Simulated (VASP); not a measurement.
A run of VASP 6.6.1 is set up as follows.

INCAR

```
SYSTEM = AlN
PREC = Accurate
ENCUT = 520
EDIFF = 1E-6
ISMEAR = 0
SIGMA = 0.01
LREAL = .False.
LASPH = .True.
NELM = 120
ALGO = Normal
ISIF = 2
LWAVE = .False.
LCHARG = .False.
GGA = PS
NBANDS = 26
GGA_COMPAT = .False.
```

Contents of KPOINTS:

```
Automatic mesh
0
Gamma
  3 3 2
  0.5 0.5 0.5
```

File POSCAR:

```
AlN
1.0
    6.6242314800      0.0000000000      0.0000000000
   -1.6560578700      2.8683763700      0.0000000000
    0.0000000000      0.0000000000      4.1875630000
Al N
4 4
Direct
    0.1592363850      0.6596717989      0.7586519892
    0.3385163665      0.3542181600      0.2468189732
    0.6632975930      0.6544981404      0.7429882249
    0.8392803547      0.3428221660      0.2411951772
    0.1684465729      0.6469544999      0.2533184575
    0.3397260853      0.3050607337      0.7574603654
    0.6692835969      0.6857154523      0.2455065154
    0.8219067317      0.3406749582      0.7636431977
```

Potentials or basis: VASP PAW PBE potentials, release 64 (Al, N).

Command:

```sh
$ cat potpaw_PBE.64/Al/POTCAR potpaw_PBE.64/N/POTCAR > POTCAR
$ mpirun -np 1 vasp_std > vasp.out
```

(1) What does it give for the band gap on the k mesh?

(2) Estimate the largest force.

(3) Predict the pressure.

Answers

(1) 5.15 eV.

(2) 2.214 eV/Å.

(3) -1.6 GPa.

Caveat: the k points lie up to 0.75 Å⁻¹ apart; the PAW data sets were made with another functional, which shifts forces and pressure a little; a shifted mesh leaves out Γ, where band edges can lie.
